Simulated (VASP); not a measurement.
Here is a VASP 6.6.1 calculation.

INCAR

```
SYSTEM = BaTaH5
  ALGO = Normal
  EDIFF = 1E-6
  ENCUT = 500
  GGA = PE
  GGA_COMPAT = .FALSE.
  ISIF = 2
  ISMEAR = 0
  LASPH = .TRUE.
  LCHARG = .FALSE.
  LREAL = .FALSE.
  LWAVE = .FALSE.
  NBANDS = 23
  NELM = 120
  PREC = Accurate
  SIGMA = 0.1
```

The input KPOINTS:

```
k-points
0
G
  12 12 6
  0 0 0
```

The input POSCAR:

```
BaTaH5
1.0
    3.3618946106      0.0000000000      0.0000000000
    0.0000000000      3.3618946106      0.0000000000
    0.0000000000      0.0000000000      6.9373939909
Ba Ta H
1 1 5
Direct
    0.0000000000      0.0000000000      0.0000000000
    0.0000000000      0.0000000000      0.5000000000
    0.5000000000      0.5000000000      0.0000000000
    0.5000000000      0.0000000000      0.6592751748
    0.0000000000      0.5000000000      0.6592751748
    0.5000000000      0.0000000000      0.3407248252
    0.0000000000      0.5000000000      0.3407248252
```

Potentials or basis: VASP PAW PBE potentials, release 64 (Ba_sv, Ta_sv_GW, H).

Launch:

```bash
$ cat potpaw_PBE.64/Ba_sv/POTCAR potpaw_PBE.64/Ta_sv_GW/POTCAR potpaw_PBE.64/H/POTCAR > POTCAR
$ mpirun -np 1 vasp_std > vasp.out
```

Task: Predict the pressure.

Result: 0.9 GPa.

Task: What does it give for the band gap on the k mesh?

Result: Zero (bands 14 and 15 overlap by 1.15 eV).

Task: Estimate the largest force.

Result: 0.017 eV/Å.

Forces on the atoms (eV/Å):
```
Ba   0.000  0.000  0.000
Ta   0.000  0.000  0.000
H    0.000  0.000  0.000
H    0.000  0.000 -0.017
H    0.000  0.000 -0.017
H    0.000  0.000  0.017
H    0.000  0.000  0.017
```

Caveat: spin-orbit coupling is left out, which moves the levels of the heavy elements.
